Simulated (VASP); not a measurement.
# Rh (Fm-3m) in VASP: notebook

Runs on Rh. Level: RPBE. Tasks: single point, relaxation of cell and atoms.

Program: VASP 6.6.1. These are calculated values, not measurements. Logs are shortened: lines on timing, memory, paths and dates and some standing lists are left out, and cuts for length are marked.

**1. The cell of the first run**

The structure is cubic, space group Fm-3m (No. 225). Conventional cell: a = 3.854 Å, b = 3.854 Å, c = 3.854 Å, α = 90.00°, β = 90.00°, γ = 90.00°. Within 3.6 Å of Rh (site symmetry m-3m) lie 12 Rh at 2.73 Å.

**2. Single point, RPBE, collinear spin, ferromagnetic start**

The input, INCAR:

```
SYSTEM = Rh
PREC = Accurate
ENCUT = 520
EDIFF = 1E-6
ISMEAR = -1
SIGMA = 0.05
LREAL = .FALSE.
LASPH = .TRUE.
NELM = 150
ALGO = Normal
ISIF = 2
LWAVE = .FALSE.
LCHARG = .FALSE.
ISPIN = 2
MAGMOM = 1
LORBIT = 11
LMAXMIX = 4
GGA = RP
NBANDS = 18
```

The input, KPOINTS:

```
regular mesh
0
G
  14 14 14
  0 0 0
```

The input, POSCAR:

```
Rh
1.0
    0.0000000000      1.9270181635      1.9270181635
    1.9270181635      0.0000000000      1.9270181635
    1.9270181635      1.9270181635      0.0000000000
Rh
1
Direct
    0.0000000000      0.0000000000      0.0000000000
```

Potentials or basis: VASP PAW PBE potentials, release 64 (Rh_pv).

Launch:

```bash
> cat potpaw_PBE.64/Rh_pv/POTCAR > POTCAR
> mpirun -np 1 vasp_std > vasp.out
```

OUTCAR:

```text
SYSTEM = Rh
   PREC = Accurate
   ENCUT = 520
   EDIFF = 1E-6
   ISMEAR = -1
   LREAL = .FALSE.
   LASPH = .TRUE.
   NELM = 150
   ISIF = 2
   ISPIN = 2
   LORBIT = 11
   GGA = RP

 ion  position               nearest neighbor table
   1  0.000  0.000  0.000-

  LATTYP: Found a face centered cubic cell.
 ALAT       =     3.8540363270

  Lattice vectors:

 A1 = (   0.0000000000,   1.9270181635,   1.9270181635)
 A2 = (   1.9270181635,   0.0000000000,   1.9270181635)
 A3 = (   1.9270181635,   1.9270181635,   0.0000000000)

Analysis of symmetry for initial positions (statically):
=====================================================================
 Subroutine PRICEL returns:
 Original cell was already a primitive cell.

 Routine SETGRP: Setting up the symmetry group for a
 face centered cubic supercell.

 Subroutine GETGRP returns: Found 48 space group operations
 (whereof 48 operations were pure point group operations)
 out of a pool of 48 trial point group operations.

The static configuration has the point symmetry O_h .

Analysis of symmetry for dynamics (positions and initial velocities):
=====================================================================
 Subroutine PRICEL returns:
 Original cell was already a primitive cell.

 Routine SETGRP: Setting up the symmetry group for a
 face centered cubic supercell.

 Subroutine GETGRP returns: Found 48 space group operations
 (whereof 48 operations were pure point group operations)
 out of a pool of 48 trial point group operations.

The dynamic configuration has the point symmetry O_h .

Analysis of structural, dynamic, and magnetic symmetry:
=====================================================================
 Subroutine PRICEL returns:
 Original cell was already a primitive cell.

 Routine SETGRP: Setting up the symmetry group for a
 face centered cubic supercell.

 Subroutine GETGRP returns: Found 48 space group operations
 (whereof 48 operations were pure point group operations)
 out of a pool of 48 trial point group operations.

The overall configuration has the point symmetry O_h .

 Subroutine INISYM returns: Found 48 space group operations
 (whereof 48 operations are pure point group operations),
 and found     1 'primitive' translations

----------------------------------------------------------------------------------------

                                     Primitive cell

  volume of cell :      14.3116

  direct lattice vectors                    reciprocal lattice vectors
     0.000000000  1.927018164  1.927018164    -0.259468234  0.259468234  0.259468234
     1.927018164  0.000000000  1.927018164     0.259468234 -0.259468234  0.259468234
     1.927018164  1.927018164  0.000000000     0.259468234  0.259468234 -0.259468234

  length of vectors
     2.725215222  2.725215222  2.725215222     0.449412164  0.449412164  0.449412164

  position of ions in fractional coordinates (direct lattice)
     0.000000000  0.000000000  0.000000000

  ion indices of the primitive-cell ions
   primitive index   ion index
                 1           1

----------------------------------------------------------------------------------------

 KPOINTS: regular mesh

Automatic generation of k-mesh.
 Grid dimensions read from file:
 generate k-points for:   14   14   14

 Generating k-lattice:

  Cartesian coordinates                     Fractional coordinates (reciprocal lattice)
    -0.018533445  0.018533445  0.018533445     0.071428571  0.000000000  0.000000000
     0.018533445 -0.018533445  0.018533445     0.000000000  0.071428571  0.000000000
     0.018533445  0.018533445 -0.018533445     0.000000000  0.000000000  0.071428571

  Length of vectors
     0.032100869  0.032100869  0.032100869

  Shift w.r.t. Gamma in fractional coordinates (k-lattice)
     0.000000000  0.000000000  0.000000000

 Subroutine IBZKPT returns following result:
 ===========================================

 Found    104 irreducible k-points:

 Following reciprocal coordinates:
            Coordinates               Weight
  0.000000  0.000000  0.000000      1.000000
  0.071429  0.000000  0.000000      8.000000
  0.142857  0.000000  0.000000      8.000000
  0.214286  0.000000  0.000000      8.000000
  0.285714  0.000000  0.000000      8.000000
  0.357143  0.000000  0.000000      8.000000
[... 16 lines left out ...]
  0.214286  0.142857  0.000000     24.000000
  0.285714  0.142857  0.000000     24.000000
 [... further k-points ...]
   k-points           NKPTS =    104   k-points in BZ     NKDIM =    104   number of bands    NBANDS=     18
   number of dos      NEDOS =    301   number of ions     NIONS =      1
   total plane-waves  NPLWV =   8000
   dimension x,y,z NGX =    20 NGY =   20 NGZ =   20
   dimension x,y,z NGXF=    40 NGYF=   40 NGZF=   40
   ions per type =               1
   NGX,Y,Z   is equivalent  to a cutoff of  12.20, 12.20, 12.20 a.u.
   NGXF,Y,Z  is equivalent  to a cutoff of  24.40, 24.40, 24.40 a.u.
 SYSTEM =  Rh
   PREC   = accura    normal or accurate (medium, high low for compatibility)
   ISTART =      0    job   : 0-new  1-cont  2-samecut
   ICHARG =      2    charge: 1-file 2-atom 10-const
   ISPIN  =      2    spin polarized calculation?
   LNONCOLLINEAR =      F non collinear calculations
   LSORBIT =      F    spin-orbit coupling
   LASPH  =      T    aspherical Exc in radial PAW
   ENCUT  =  520.0 eV  38.22 Ry    6.18 a.u.   5.07  5.07  5.07*2*pi/ulx,y,z
   NELM   =    150;   NELMIN=  2; NELMDL= -5     # of ELM steps
   EDIFF  = 0.1E-05   stopping-criterion for ELM
   LREAL  =      F    real-space projection
   EDIFFG = 0.1E-04   stopping-criterion for IOM
   NSW    =      0    number of steps for IOM
   IBRION =     -1    ionic relax: 0-MD 1-quasi-New 2-CG
   NFREE  =      0    steps in history (QN), initial steepest desc. (CG)
   ISIF   =      2    stress and relaxation
   ISYM   =      2    0-nonsym 1-usesym 2-fastsym
   POTIM  = 0.5000    time-step for ionic-motion
   TEBEG  =    0.0;   TEEND  =   0.0 temperature during run
   PSTRESS=    0.0 pullay stress
   NELECT =      15.0000    total number of electrons
   NUPDOWN=      -1.0000    fix difference up-down
   EMIN   =  10.00;   EMAX   =-10.00  energy-range for DOS
   EFERMI =   0.00;   METHOD = LEGACY
   ISMEAR =    -1;   SIGMA  =   0.05  broadening in eV -4-tet -1-fermi 0-gaus
   EFERMI_NEDOS =   21; number of points for ismear=-14 and -15
   IALGO  =     38    algorithm
   IMIX   =      4    mixing-type and parameters
     AMIX     =   0.40;   BMIX     =  1.00
     AMIX_MAG =   1.60;   BMIX_MAG =  1.00
  volume/ion in A,a.u.               =      14.31        96.58
  Fermi-wavevector in a.u.,A,eV,Ry     =   1.662938  3.142498 37.625054  2.765363
  Thomas-Fermi vector in A             =   2.749742
   LORBIT       =     11    0 simple, 1 ext, 2 COOP (PROOUT), +10 PAW based schemes
   GGA     = RP    functional components
   LHFCALC =     F    Hartree Fock is set to
   AEXX    =    0.0000 exact exchange contribution
   IVDW    =     0    specifies the selected vdW correction
   LEPSILON=     F    determine dielectric tensor
   LRPA    =     F    only Hartree local field effects (RPA)
 spin polarized calculation
  energy-cutoff  :      520.00
  volume of cell :       14.31
 maximum number of plane-waves:       393
   NGX = 11   NGY = 11   NGZ = 11

 number of electron      14.9999997 magnetization      -0.0010611

 number of electron      14.9999997 magnetization       0.0004562

 Free energy of the ion-electron system (eV)
  ---------------------------------------------------
  ext. energy  EPLUGINS =         0.00000000
  ---------------------------------------------------
  free energy    TOTEN  =        -6.62211541 eV

  energy without entropy =       -6.61136029  energy(sigma->0) =       -6.61673785

 E-fermi :  11.2562     XC(G=0): -13.6717

 val. band max:       11.2388603271   @ k =  -0.2857   0.3571   0.0714
 cond. band min:      11.2708645007   @ k =   0.4286   0.2857   0.0714
 fundamental gap:      0.0320041736
 Fermi energy:        11.2561603707

 spin component 1

 k-point     1 :       0.0000    0.0000    0.0000
  band No.  band energies     occupation
      1     -35.0321      1.00000
      2     -35.0321      1.00000
      3     -35.0321      1.00000
      4       3.6415      1.00000
      5       8.3919      1.00000
      6       8.3920      1.00000
[... 10 lines left out ...]
     17      42.8604      0.00000
     18      42.8604      0.00000

 k-point     2 :       0.0714    0.0000    0.0000
  band No.  band energies     occupation
      1     -35.0645      1.00000
      2     -35.0365      1.00000
      3     -35.0365      1.00000
      4       3.8385      1.00000
      5       8.3088      1.00000
      6       8.4666      1.00000
[... 10 lines left out ...]
     17      42.2698      0.00000
     18      42.2698      0.00000
[... 442 lines left out ...]
 k-point    24 :       0.2857    0.1429    0.0000
  band No.  band energies     occupation
      1     -35.3505      1.00000
      2     -35.1209      1.00000
      3     -35.1139      1.00000
      4       5.8384      1.00000
      5       7.4420      1.00000
      6       8.7208      1.00000
[... 10 lines left out ...]
     17      40.1129      0.00000
     18      43.5298      0.00000

 [... further k-points ...]

 spin component 2

 k-point     1 :       0.0000    0.0000    0.0000
  band No.  band energies     occupation
      1     -35.0316      1.00000
      2     -35.0316      1.00000
      3     -35.0316      1.00000
      4       3.6415      1.00000
      5       8.3923      1.00000
      6       8.3923      1.00000
[... 10 lines left out ...]
     17      42.8605      0.00000
     18      42.8605      0.00000

 k-point     2 :       0.0714    0.0000    0.0000
  band No.  band energies     occupation
      1     -35.0640      1.00000
      2     -35.0360      1.00000
      3     -35.0360      1.00000
      4       3.8385      1.00000
      5       8.3091      1.00000
      6       8.4669      1.00000
[... 10 lines left out ...]
     17      42.2700      0.00000
     18      42.2700      0.00000
[... 442 lines left out ...]
 k-point    24 :       0.2857    0.1429    0.0000
  band No.  band energies     occupation
      1     -35.3501      1.00000
      2     -35.1204      1.00000
      3     -35.1135      1.00000
      4       5.8384      1.00000
      5       7.4422      1.00000
      6       8.7212      1.00000
[... 10 lines left out ...]
     17      40.1130      0.00000
     18      43.5299      0.00000

 [... further k-points ...]

------------------------ aborting loop because EDIFF is reached ----------------------------------------

  FORCE on cell =-STRESS in cart. coord.  units (eV):
  Direction    XX          YY          ZZ          XY          YZ          ZX
  --------------------------------------------------------------------------------------
  -------------------------------------------------------------------------------------
  Total        0.0114169      0.0114169      0.0114169     -0.0000000     -0.0000000      0.0000000
  in kB        1.2781160      1.2781160      1.2781160     -0.0000000     -0.0000000      0.0000000
  external PRESSURE =       1.2781160 kB  Pullay stress =       0.0000000 kB

 VOLUME and BASIS-vectors are now :
 -----------------------------------------------------------------------------
  energy-cutoff  :      520.00
  volume of cell :       14.31
      direct lattice vectors                 reciprocal lattice vectors
     0.000000000  1.927018164  1.927018164    -0.259468234  0.259468234  0.259468234
     1.927018164  0.000000000  1.927018164     0.259468234 -0.259468234  0.259468234
     1.927018164  1.927018164  0.000000000     0.259468234  0.259468234 -0.259468234

 POSITION                                       TOTAL-FORCE (eV/Angst)
 -----------------------------------------------------------------------------------
      0.00000      0.00000      0.00000         0.000000      0.000000      0.000000
 -----------------------------------------------------------------------------------
    total drift:                                0.000000      0.000000      0.000000

  FREE ENERGIE OF THE ION-ELECTRON SYSTEM (eV)
  ---------------------------------------------------
  free  energy   TOTEN  =        -6.6221154054 eV

  energy  without entropy=       -6.6113602939  energy(sigma->0) =       -6.61673785

 total charge

# of ion       s       p       d       tot
------------------------------------------
    1        0.398   6.272   7.056  13.726

 magnetization (x)

# of ion       s       p       d       tot
------------------------------------------
    1       -0.000  -0.000   0.000   0.000
```

Run time: 17 s. Hardware: 1 thread of Intel Xeon 6975P-C (Granite Rapids), shared host; peak memory 0.15 GiB.

What came out:

```
Free energy                                           : -6.6221 eV
Pressure                                              : 0.1 GPa
Net moment                                            : 0.00 μB per cell
Valence electrons inside the program's atomic spheres : Rh 13.73
```

Caveat: the PAW data sets were made with another functional, which shifts forces and pressure a little.

**3. Relaxation of cell and atoms, RPBE, collinear spin, ferromagnetic start**

This run uses another cell than the first one, of 13.75 Å³/atom.

The input, INCAR:

```
SYSTEM = Rh
PREC = Accurate
ENCUT = 600
EDIFF = 1E-6
ISMEAR = -1
SIGMA = 0.05
LREAL = .False.
LASPH = .True.
NELM = 150
ALGO = Normal
ISIF = 3
LWAVE = .False.
LCHARG = .False.
ISPIN = 2
MAGMOM = 1
LORBIT = 11
LMAXMIX = 4
GGA = RP
IBRION = 2
NSW = 80
EDIFFG = -0.01
```

The input, KPOINTS:

```
regular mesh
0
Gamma
  14 14 14
  0 0 0
```

The input, POSCAR:

```
Rh
1.0
    0.0000000000      1.9015500000      1.9015500000
    1.9015500000      0.0000000000      1.9015500000
    1.9015500000      1.9015500000      0.0000000000
Rh
1
Direct
    0.0000000000      0.0000000000      0.0000000000
```

Potentials or basis: VASP PAW PBE potentials, release 64 (Rh_pv).

Launch:

```bash
> cat potpaw_PBE.64/Rh_pv/POTCAR > POTCAR
> mpirun -np 1 vasp_std > vasp.out
```

Wall time 37 s (1 thread of Intel Xeon 6975P-C (Granite Rapids), shared host); peak memory 0.18 GiB.

The run converged. Its results:

* Free energy: -6.6217 eV
* Relaxed volume: 14.31 Å³/atom
* Relaxed cell: a = 2.725 Å, b = 2.725 Å, c = 2.725 Å, α = 60.00°, β = 60.00°, γ = 60.00°
* Space group after relaxing (to 0.1 Å): Fm-3m (No. 225)
* Energy gained by relaxing: 17.6 meV/atom
* Ionic steps: 4
* Pressure after relaxing: 0.0 GPa
* Net moment: 0.00 μB per cell
* Valence electrons inside the program's atomic spheres: Rh 13.73

The path:
| step | energy change (eV) | largest force (eV/Å) | pressure (GPa) | volume (Å³) |
| --- | --- | --- | --- | --- |
| 1 | 0.0000 | 0.0000 | 10.49 | 13.75 |
| 2 | 0.0564 | 0.0000 | -16.46 | 15.62 |
| 3 | -0.0176 | 0.0000 | -0.25 | 14.33 |
| 4 | -0.0176 | 0.0000 | -0.05 | 14.31 |

Final structure:
```xyz
1
Lattice="0.0000 1.9272 1.9272 1.9272 0.0000 1.9272 1.9272 1.9272 0.0000" Properties=species:S:1:pos:R:3 pbc="T T T"
Rh    0.0000    0.0000    0.0000
```

Levels at points of the mesh, in eV from the Fermi level:
Spin up:
| k point | band 5 | band 6 | band 7 | band 8 | band 9 | band 10 |
| --- | --- | --- | --- | --- | --- | --- |
| (0.00, 0.00, 0.00) | -2.86 | -2.86 | -2.86 | -0.92 | -0.92 | 16.04 |
| (0.50, 0.00, 0.00) | -2.94 | -2.94 | 0.55 | 0.55 | 0.82 | 8.29 |
| (0.50, 0.50, 0.00) | -5.56 | 0.51 | 0.93 | 0.93 | 3.26 | 11.81 |
Spin down:
| k point | band 4 | band 5 | band 6 | band 7 | band 8 | band 9 | band 10 | band 11 |
| --- | --- | --- | --- | --- | --- | --- | --- | --- |
| (0.00, 0.00, 0.00) | -7.61 | -2.86 | -2.86 | -2.86 | -0.92 | -0.92 | 16.04 | 20.76 |
| (0.50, 0.00, 0.00) | -5.75 | -2.94 | -2.94 | 0.55 | 0.55 | 0.82 | 8.29 | 15.52 |
| (0.50, 0.50, 0.00) | -5.92 | -5.56 | 0.51 | 0.93 | 0.93 | 3.26 | 11.81 | 13.14 |

Caveat: the PAW data sets were made with another functional, which shifts forces and pressure a little. Zero-point motion and thermal expansion aren't in these numbers.

[end of part 1 of 2]
